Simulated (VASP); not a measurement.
Ta4O, 5 atoms in the cell. The structure is trigonal, space group R3m (No. 160). The conventional cell has a = 5.464 Å, b = 5.464 Å, c = 8.475 Å, α = 90.00°, β = 90.00°, γ = 120.00°. Within 2.0 Å of Ta (site symmetry m) lie 1 O at 1.48 Å. Within 2.8 Å of Ta (site symmetry 3m) lie 3 Ta at 2.13 Å. O (site symmetry 3m) has 3 Ta at 1.48 Å within 2.0 Å. 

* Program: VASP 6.6.1
* Task: single point
* Functional: PBE
* Potentials or basis: VASP PAW PBE potentials, release 64 (Ta_pv, O)
* Cutoff: 520 eV
* k mesh: 6 × 6 × 6
* Occupations: gaussian, width 0.1 eV
* Spin: collinear spin, ferromagnetic start
* Starting moments: [1.0, 1.0, 1.0, 1.0, 0.0] μB
* Dipole correction: no
* Further INCAR settings: ALGO = Normal; EDIFF = 1e-07; NBANDS = 37

Potentials or basis: VASP PAW PBE potentials, release 64 (Ta_pv, O).

Run with:

```sh
$ cat potpaw_PBE.64/Ta_pv/POTCAR potpaw_PBE.64/O/POTCAR > POTCAR
$ mpirun -np 1 vasp_std > vasp.out
```

Hardware: 1 thread of AMD EPYC 7R13, on a shared host.

Question: Estimate the wall time of this run.

Answer: Run time: 2.2 min on 1 thread of AMD EPYC 7R13 (shared host), peak memory 0.28 GiB. Counts: scf iterations 17, k points 32.
